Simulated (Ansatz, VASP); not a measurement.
## One calculation of NaZrO2, two programs

```
Na Zr O
1.0
     3.13567    0.00000    0.00000
    -1.56784    2.71557    0.00000
     0.00000    0.00000    5.97591
Na Zr O
1 1 2
Direct
  0.00000 0.00000 0.00000
  0.00000 0.00000 0.50000
  0.33333 0.66667 0.71763
  0.66667 0.33333 0.28237
```

Alike in both runs: functional PBE; k mesh 18 × 18 × 8; occupations gaussian, width 0.1 eV; no spin polarisation.

Ansatz relaxed the structure, and its values are those at the end. VASP's run is a single point on that final structure, the one shown.

|  | VASP | Ansatz |
| --- | --- | --- |
| version | VASP 6.6.1 | Ansatz 0.2.0 |
| potentials or method | VASP PAW PBE potentials, release 64 (Na_pv, Zr_sv, O), cutoff 520 eV | scalar-relativistic, plane waves, PAW |
| valence electrons in the cell | 31 | 33 |

```csv
,VASP,Ansatz,Ansatz less VASP
gap on the k mesh at the Fermi level (eV),none,none,-
pressure (GPa),0.2,0.0,-0.19
rms of the force components (eV/Å),0.009,0.000,-0.0085
```

A gap of «none» marks a metal or a gap that the smearing closes. The functional is the same, so the differences come from potentials, cutoffs and numerics. VASP's potentials hold 31 valence electrons a cell and Ansatz's 33, so a difference there can come from the potentials and not from the codes.
